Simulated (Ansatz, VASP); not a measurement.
**One calculation of CdTe, two programs**

```
Cd Te
1.0
     3.78436    0.00000    0.00000
     0.00000    3.78436    0.00000
     0.00000    0.00000    3.78436
Cd Te
1 1
Direct
  0.00000 0.00000 0.00000
  0.50000 0.50000 0.50000
```

Alike in both runs: functional PBE; k mesh 14 × 14 × 14; occupations gaussian, width 0.1 eV; no spin polarisation.

Ansatz relaxed the structure, and its values are those at the end. VASP's run is a single point on that final structure, the one shown.

|  | VASP | Ansatz |
| --- | --- | --- |
| version | VASP 6.6.1 | Ansatz 0.2.0 |
| potentials or method | VASP PAW PBE potentials, release 64 (Cd, Te), cutoff 520 eV | scalar-relativistic, plane waves, PAW |
| valence electrons in the cell | 18 | 36 |

|  | VASP | Ansatz | Ansatz less VASP |
| --- | --- | --- | --- |
| gap on the k mesh at the Fermi level (eV) | none | none | - |
| pressure (GPa) | 0.1 | 0.0 | -0.12 |

A gap of «none» marks a metal or a gap that the smearing closes. VASP's potentials hold 18 valence electrons a cell and Ansatz's 36, so a difference there can come from the potentials and not from the codes.

Spin-orbit coupling is off throughout.
